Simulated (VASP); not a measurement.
Write the native input for VASP 6.6.1 that does the following.

```
Task                   : single point
Functional             : PBEsol
Potentials or basis    : VASP PAW PBE potentials, release 64 (Ta_pv)
Cutoff                 : 520 eV
k mesh                 : 20 × 20 × 20
Occupations            : gaussian, width 0.15 eV
Spin                   : no spin polarisation
Dipole correction      : no
Further INCAR settings : ALGO = Fast; EDIFF = 1e-07; NBANDS = 12
```

The structure of Ta lies in POSCAR:

```
Ta
1.0
   -1.6450877000      1.6512800000      1.6450877000
    1.6574723000     -1.6512800000      1.6574723000
    1.6450877000      1.6512800000     -1.6450877000
Ta
1
Direct
    0.0000000000      0.0000000000      0.0000000000
```

This cell differs from its parent crystal: strain +0.0075 x Voigt [0, 0, 0, 0, 1, 0].

One way to write it, as run:

INCAR

```
PREC     = Accurate       # precision mode
ENCUT    = 520            # plane-wave cutoff, eV
EDIFF    = 1E-7           # SCF threshold, eV
ISMEAR   = 0              # smearing method
SIGMA    = 0.15           # smearing width, eV
LREAL    = False          # projectors in reciprocal space
LASPH    = True           # aspherical terms in the spheres
NELM     = 60             # most SCF steps
ALGO     = Fast           # electronic algorithm
ISIF     = 2              # what is computed and relaxed
LWAVE    = False          # write WAVECAR
LCHARG   = False          # write CHGCAR
GGA      = PS             # functional
NBANDS   = 12             # bands
```

KPOINTS

```
regular mesh
0
Gamma
  20 20 20
```

Potentials or basis: VASP PAW PBE potentials, release 64 (Ta_pv).

The run is started by

```sh
$ cat potpaw_PBE.64/Ta_pv/POTCAR > POTCAR
$ mpirun -np 1 vasp_std > vasp.out
```

It gave:

```
Pressure : -3.6 GPa
```

Caveat: the cell differs from its parent crystal (strain +0.0075 x Voigt [0, 0, 0, 0, 1, 0]); the PAW data sets were made with another functional, which shifts forces and pressure a little.

It took 2.3 min on 1 thread of Intel Xeon 6975P-C, with other jobs on the host, peak memory 0.35 GiB.
